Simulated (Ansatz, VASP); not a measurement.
## One calculation of GeBi3, two programs

```
Ge Bi
1.0
     6.84434    0.00000    0.00000
    -3.42217    5.92738    0.00000
     0.00000    0.00000    5.72562
Ge Bi
2 6
Direct
  0.33333 0.66667 0.25000
  0.66667 0.33333 0.75000
  0.82675 0.65349 0.25000
  0.17325 0.82675 0.75000
  0.34651 0.17325 0.25000
  0.17325 0.34651 0.75000
  0.82675 0.17325 0.25000
  0.65349 0.82675 0.75000
```

Alike in both runs: functional PBE; k mesh 6 × 6 × 8; occupations gaussian, width 0.1 eV; no spin polarisation.

Ansatz relaxed the structure, and its values are those at the end. VASP's run is a single point on that final structure, the one shown.

```csv
,VASP,Ansatz
version,VASP 6.6.1,Ansatz 0.2.0
potentials or method,"VASP PAW PBE potentials, release 64 (Ge_d, Bi_d), cutoff 520 eV","scalar-relativistic, plane waves, PAW"
valence electrons in the cell,118,118
```

```csv
,VASP,Ansatz,Ansatz less VASP
gap on the k mesh at the Fermi level (eV),none,none,-
pressure (GPa),-0.1,0.0,+0.05
rms of the force components (eV/Å),0.003,0.003,-0.0007
```

A gap of «none» marks a metal or a gap that the smearing closes. With one functional, cell and mesh, what is left measures potentials, basis and numerics.

Neither program's run includes spin-orbit coupling.
